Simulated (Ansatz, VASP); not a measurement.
Two plane-wave programs on CaSb4

```
Ca Sb
1.0
     5.61848    0.00000    0.00000
    -2.80924    4.86574    0.00000
     0.00000    0.00000    6.15232
Ca Sb
1 4
Direct
  0.00000 0.00000 0.50000
  0.33333 0.66667 0.50000
  0.66667 0.33333 0.50000
  0.33333 0.66667 0.00000
  0.66667 0.33333 0.00000
```

Alike in both runs: functional PBE; k mesh 12 × 12 × 6; occupations gaussian, width 0.1 eV; no spin polarisation.

Ansatz relaxed the structure, and its values are those at the end. VASP's run is a single point on that final structure, the one shown.

|  | VASP | Ansatz |
| --- | --- | --- |
| version | VASP 6.6.1 | Ansatz 0.2.0 |
| potentials or method | VASP PAW PBE potentials, release 64 (Ca_sv, Sb), cutoff 520 eV | scalar-relativistic, plane waves, PAW |
| valence electrons in the cell | 30 | 70 |

|  | VASP | Ansatz | Ansatz less VASP |
| --- | --- | --- | --- |
| gap on the k mesh at the Fermi level (eV) | none | none | - |
| pressure (GPa) | 0.0 | 0.0 | -0.02 |

A gap of «none» marks a metal or a gap that the smearing closes. With one functional, cell and mesh, what is left measures potentials, basis and numerics. VASP's potentials hold 30 valence electrons a cell and Ansatz's 70, so a difference there can come from the potentials and not from the codes.

Spin-orbit coupling is off throughout.
